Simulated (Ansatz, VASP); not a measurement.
# One calculation of HfTi3N4, two programs

File INCAR:

```
SYSTEM = HfTi3N4
PREC     = Accurate       ! precision mode
ENCUT    = 600            ! plane-wave cutoff, eV
EDIFF    = 1E-6           ! SCF threshold, eV
ISMEAR   = -1             ! smearing method
SIGMA    = 0.15           ! smearing width, eV
LREAL    = .False.        ! projectors in reciprocal space
LASPH    = .True.         ! aspherical terms in the spheres
NELM     = 80             ! most SCF steps
ALGO     = Fast           ! electronic algorithm
ISIF     = 3              ! what is computed and relaxed
LWAVE    = .False.        ! write WAVECAR
LCHARG   = .False.        ! write CHGCAR
GGA      = PE             ! functional
IBRION   = 2              ! ionic algorithm
NSW      = 80             ! ionic steps
EDIFFG   = -0.001         ! ionic threshold
```

Contents of KPOINTS:

```
regular mesh
0
Gamma
  10 10 10
  0 0 0
```

POSCAR

```
HfTi3N4
1.0
    4.3418551000      0.0000000000      0.0000000000
    0.0000000000      4.3418551000      0.0000000000
    0.0000000000      0.0000000000      4.3418551000
Hf Ti N
1 3 4
Direct
    0.0000000000      0.0000000000      0.0000000000
    0.5000000000      0.0000000000      0.5000000000
    0.0000000000      0.5000000000      0.5000000000
    0.5000000000      0.5000000000      0.0000000000
    0.5000000000      0.5000000000      0.5000000000
    0.0000000000      0.5000000000      0.0000000000
    0.5000000000      0.0000000000      0.0000000000
    0.0000000000      0.0000000000      0.5000000000
```

Input for Ansatz:

```yaml
crystal:
  lattice:
    - [4.3418551, 0.0, 0.0]
    - [0.0, 4.3418551, 0.0]
    - [0.0, 0.0, 4.3418551]
  atoms:
    - { symbol: Hf, position: [0.0, 0.0, 0.0] }
    - { symbol: Ti, position: [0.5, 0.0, 0.5] }
    - { symbol: Ti, position: [0.0, 0.5, 0.5] }
    - { symbol: Ti, position: [0.5, 0.5, 0.0] }
    - { symbol: "N", position: [0.5, 0.5, 0.5] }
    - { symbol: "N", position: [0.0, 0.5, 0.0] }
    - { symbol: "N", position: [0.5, 0.0, 0.0] }
    - { symbol: "N", position: [0.0, 0.0, 0.5] }
basis:
  ecutwfc: 420
kpoints:
  mp_grid: { grid: [10, 10, 10] }
hamiltonian:
  xc: pbe
scf:
  occupations: { method: fermi_dirac, width: 0.15 }
output:
  forces: true
  stress: true
  eigenvalues: true
  write_density: true
  write_potential: true
  elf: true
  volumetric_format: npy
relax:
  adjacent_minimum: "off"
  f_tol: 0.001
  max_steps: 60
  cell: { stress_tol: 0.01 }
```

Alike in both runs: task relaxation of cell and atoms; functional PBE; k mesh 10 × 10 × 10; occupations fermi-dirac, width 0.15 eV; no spin polarisation.

|  | VASP | Ansatz |
| --- | --- | --- |
| version | VASP 6.6.1 | Ansatz 0.2.0 |
| potentials or method | VASP PAW PBE potentials, release 64 (Hf_pv, Ti_sv, N), cutoff 600 eV | scalar-relativistic, plane waves, PAW |
| valence electrons in the cell | 66 | 82 |

|  | VASP | Ansatz | Ansatz less VASP |
| --- | --- | --- | --- |
| gap on the k mesh at the Fermi level, each at its own relaxed structure (eV) | none | none | - |
| relaxed volume (Å³/atom) | 10.23 | 10.24 | +0.018 |
| relaxed length of the cell vector where the two differ most in proportion (Å) | 4.341 | 4.344 | +0.0025 |

A gap of «none» marks a metal or a gap that the smearing closes. VASP's potentials hold 66 valence electrons a cell and Ansatz's 82, so a difference there can come from the potentials and not from the codes.

Spin-orbit coupling is off throughout.
